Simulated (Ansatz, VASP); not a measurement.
One calculation of PbS, two programs

```xyz
4
Lattice="2.1073 -6.0701 0.0000 2.1073 6.0701 0.0000 0.0000 0.0000 4.3356" Properties=species:S:1:pos:R:3 pbc="T T T"
Pb    2.1073    4.4851    1.0839
Pb    2.1073   -4.4851    3.2517
S     2.1073    1.7628    1.0839
S     2.1073   -1.7628    3.2517
```

Change from the starting cell: volume scaled by 1.04.

Alike in both runs: task single point; functional PBE; k mesh 7 × 7 × 6; occupations fermi-dirac, width 0.05 eV; no spin polarisation.

|  | VASP | Ansatz |
| --- | --- | --- |
| version | VASP 6.6.1 | Ansatz 0.2.0 |
| potentials or method | VASP PAW PBE potentials, release 64 (Pb_d, S), cutoff 520 eV | all-electron LAPW, scalar-relativistic |

Ansatz gave:

| Item | Value |
| --- | --- |
| gap on the k mesh at the Fermi level (eV) | 1.32 |
| least direct gap on the mesh (eV) | 1.42 |
| pressure (GPa) | -0.9 |
| traceless stress, the component that is largest in VASP (GPa) | 0.31 |
| rms of the force components (eV/Å) | 0.066 |

**Question.** Which values does VASP return?

**Answer.** gap on the k mesh at the Fermi level (eV): 1.32; least direct gap on the mesh (eV): 1.42; pressure (GPa): -1.0; traceless stress, the component that is largest in VASP (GPa): 0.31; rms of the force components (eV/Å): 0.067.

Atom by atom the forces differ by 0.002 eV/Å (rms over components). Ansatz ran all-electron here, and VASP with PAW potentials.

Neither program's run includes spin-orbit coupling.
